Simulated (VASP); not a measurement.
Input of a VASP 6.6.1 run:

INCAR

```
SYSTEM = HfO2
PREC     = Accurate       ! precision mode
ENCUT    = 520            ! plane-wave cutoff, eV
EDIFF    = 1E-6           ! SCF threshold, eV
ISMEAR   = -1             ! smearing method
SIGMA    = 0.05           ! smearing width, eV
LREAL    = .FALSE.        ! projectors in reciprocal space
LASPH    = .TRUE.         ! aspherical terms in the spheres
NELM     = 80             ! most SCF steps
ALGO     = Normal         ! electronic algorithm
ISIF     = 2              ! what is computed and relaxed
LWAVE    = .FALSE.        ! write WAVECAR
LCHARG   = .TRUE.         ! write CHGCAR
GGA      = PS             ! functional
LELF     = .TRUE.         ! ELF
LVHAR    = .TRUE.       
NBANDS   = 31             ! bands
```

File KPOINTS:

```
regular mesh
0
G
  6 6 8
  0 0 0
```

Contents of POSCAR:

```
HfO2
1.0
    4.8454116210      0.0000000000      0.0000000000
    0.0000000000      4.8454116210      0.0000000000
    0.0000000000      0.0000000000      3.2266439453
Hf O
2 4
Direct
    0.5000000000      0.5000000000      0.5000000000
    0.0000000000      0.0000000000      0.0000000000
    0.8050448800      0.1949551200      0.5000000000
    0.6949551200      0.6949551200      0.0000000000
    0.3050448800      0.3050448800      0.0000000000
    0.1949551200      0.8050448800      0.5000000000
```

Potentials or basis: VASP PAW PBE potentials, release 64 (Hf_pv, O).

Launch:

```sh
$ cat potpaw_PBE.64/Hf_pv/POTCAR potpaw_PBE.64/O/POTCAR > POTCAR
$ mpirun -np 1 vasp_std > vasp.out
```

**Question.** Predict the band gap on the k mesh.

**Answer.** 3.80 eV, direct.

**Question.** Predict the largest force.

**Answer.** 0.093 eV/Å.

Forces in eV/Å, atoms in the order of the input:
```
Hf   0.000  0.000  0.000
Hf   0.000  0.000  0.000
O    0.066 -0.066  0.000
O   -0.066 -0.066  0.000
O    0.066  0.066  0.000
O   -0.066  0.066  0.000
```

Caveat: the PAW data sets were made with another functional, which shifts forces and pressure a little; spin-orbit coupling is left out, which moves the levels of the heavy elements. A k mesh can miss the band edges.
